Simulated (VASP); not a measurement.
GaP, 2 atoms in the cell. It takes space group F-43m (No. 216, cubic). Conventional cell: a = 5.384 Å, b = 5.384 Å, c = 5.384 Å, α = 90.00°, β = 90.00°, γ = 90.00°. Within 3.1 Å of Ga (site symmetry -43m) lie 4 P at 2.33 Å. P (site symmetry -43m) has 4 Ga at 2.33 Å within 3.1 Å. 

```yaml
Program: VASP 6.6.1
Task: vibrations by perturbation theory
Functional: PBE
Potentials_or_basis: VASP PAW PBE potentials, release 64 (Ga_d, P)
Cutoff: 500 eV
k_mesh: 10 × 10 × 10
Occupations: gaussian, width 0.01 eV
Spin: no spin polarisation
Dipole_correction: no
Further_INCAR_settings: ALGO = Normal; EDIFF = 1e-08; NBANDS = 16; IBRION = 8; NSW = 1
```

Potentials or basis: VASP PAW PBE potentials, release 64 (Ga_d, P).

The run is started by

```console
$ cat potpaw_PBE.64/Ga_d/POTCAR potpaw_PBE.64/P/POTCAR > POTCAR
$ mpirun -np 1 vasp_std > vasp.out
```

Hardware: 1 thread of Intel(R) Xeon(R) 6975P-C (Granite Rapids), with other jobs on the host.

How long does it take, and how much memory?

Run time: 7.9 min on 1 thread of Intel(R) Xeon(R) 6975P-C (Granite Rapids), with other jobs on the host, peak memory 0.36 GiB. Counts: scf iterations 173, k points 47.
